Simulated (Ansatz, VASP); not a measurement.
Two plane-wave programs on AgO

Contents of INCAR:

```
SYSTEM = AgO
  ALGO = Normal
  EDIFF = 1E-7
  ENCUT = 520
  GGA = PS
  ISIF = 2
  ISMEAR = 0
  LASPH = .True.
  LCHARG = .True.
  LELF = .True.
  LREAL = .False.
  LVHAR = .True.
  LWAVE = .False.
  NBANDS = 16
  NELM = 100
  PREC = Accurate
  SIGMA = 0.1
```

The input KPOINTS:

```
k-points
0
Gamma
  16 16 16
  0 0 0
```

Contents of POSCAR:

```
AgO
1.0
    0.0000000000      2.3658118400      2.3658118400
    2.3658118400      0.0000000000      2.3658118400
    2.3658118400      2.3658118400      0.0000000000
Ag O
1 1
Direct
    0.0000000000      0.0000000000      0.0000000000
    0.7500000000      0.7500000000      0.7500000000
```

Input for Ansatz:

```yaml
crystal:
  lattice:
    - [0.0, 2.36581184, 2.36581184]
    - [2.36581184, 0.0, 2.36581184]
    - [2.36581184, 2.36581184, 0.0]
  atoms:
    - { symbol: Ag, position: [0.0, 0.0, 0.0] }
    - { symbol: O, position: [0.75, 0.75, 0.75] }
basis:
  ecutwfc: 420
kpoints:
  mp_grid: { grid: [16, 16, 16] }
hamiltonian:
  xc: pbesol
scf:
  occupations: { method: gaussian, width: 0.1 }
output:
  forces: true
  stress: true
  eigenvalues: true
```

Alike in both runs: task single point; functional PBEsol; k mesh 16 × 16 × 16; occupations gaussian, width 0.1 eV; no spin polarisation.

```csv
,VASP,Ansatz
version,VASP 6.6.1,Ansatz 0.2.0
potentials or method,"VASP PAW PBE potentials, release 64 (Ag, O), cutoff 520 eV","scalar-relativistic, plane waves, PAW"
valence electrons in the cell,17,25
```

```csv
,VASP,Ansatz,Ansatz less VASP
gap on the k mesh at the Fermi level (eV),none,none,-
pressure (GPa),20.3,20.6,+0.27
```

VASP's potentials were made for PBE, not for PBEsol. A gap of «none» marks a metal or a gap that the smearing closes. VASP's potentials hold 17 valence electrons a cell and Ansatz's 25, so a difference there can come from the potentials and not from the codes.
